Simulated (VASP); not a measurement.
Here is a VASP 6.6.1 calculation.

File INCAR:

```
ALGO = Normal ; EDIFF = 1E-6
ENCUT = 520 ; GGA = PE
ISIF = 2 ; ISMEAR = 0
LASPH = T ; LCHARG = T
LELF = T ; LREAL = F
LVHAR = T ; LWAVE = F
NBANDS = 32 ; NELM = 80
PREC = Accurate ; SIGMA = 0.15
```

The input KPOINTS:

```
k-points
0
Gamma
  16 16 16
```

The input POSCAR:

```
VN2
1.0
   -2.2610164389      2.2610164389      2.4842410755
    2.2610164389     -2.2610164389      2.4842410755
    2.2610164389      2.2610164389     -2.4842410755
V N
2 4
Direct
    0.2500000000      0.2500000000      0.0000000000
    0.7500000000      0.7500000000      0.0000000000
    0.1135731475      0.6135731475      0.7271462950
    0.6135731475      0.8864268525      0.5000000000
    0.8864268525      0.3864268525      0.2728537050
    0.3864268525      0.1135731475      0.5000000000
```

Potentials or basis: VASP PAW PBE potentials, release 64 (V_sv, N).

Run with:

```bash
$ cat potpaw_PBE.64/V_sv/POTCAR potpaw_PBE.64/N/POTCAR > POTCAR
$ mpirun -np 1 vasp_std > vasp.out
```

Estimate the pressure.

-26.6 GPa.

What does it give for the largest force?

0.702 eV/Å.

Estimate the band gap on the k mesh.

zero (bands 23 and 24 overlap by 0.43 eV).

Stress tensor (GPa, compression positive):
```
-36.19   0.00   0.00
  0.00 -36.19   0.00
  0.00   0.00  -7.51
```

Caveat: the cell differs from its parent crystal (strain +0.050 along x and y, +0.000 along z); the stress differs along the axes, from -36 to -8 GPa; the run has no spin polarisation, though such a crystal can be magnetic.
